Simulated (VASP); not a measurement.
SiC4, 5 atoms in the cell. Symmetry: P4/mmm, No. 123, tetragonal system. Conventional cell: a = 3.114 Å, b = 3.114 Å, c = 3.969 Å, α = 90.00°, β = 90.00°, γ = 90.00°. Si (site symmetry 4/mmm) has 8 C at 2.00 Å within 2.7 Å. Within 1.9 Å of C (site symmetry 2mm) lie 1 C at 1.44 Å. 

| Item | Value |
| --- | --- |
| Program | VASP 6.6.1 |
| Task | single point |
| Functional | PBE |
| Potentials or basis | VASP PAW PBE potentials, release 64 (Si, C) |
| Cutoff | 520 eV |
| k mesh | 4 × 4 × 4 |
| Occupations | gaussian, width 0.1 eV |
| Spin | no spin polarisation |
| Dipole correction | no |
| Further INCAR settings | ALGO = Normal; EDIFF = 1e-07; NBANDS = 18 |

Potentials or basis: VASP PAW PBE potentials, release 64 (Si, C).

The run is started by

```sh
$ cat potpaw_PBE.64/Si/POTCAR potpaw_PBE.64/C/POTCAR > POTCAR
$ mpirun -np 1 vasp_std > vasp.out
```

Hardware: 1 thread of Intel(R) Xeon(R) 6975P-C (Granite Rapids) (shared host).

Q: How long does it take, and how much memory?

A: It took 5.1 s on 1 thread of Intel(R) Xeon(R) 6975P-C (Granite Rapids) (shared host), peak memory 0.14 GiB. Counts: scf iterations 14, k points 18.
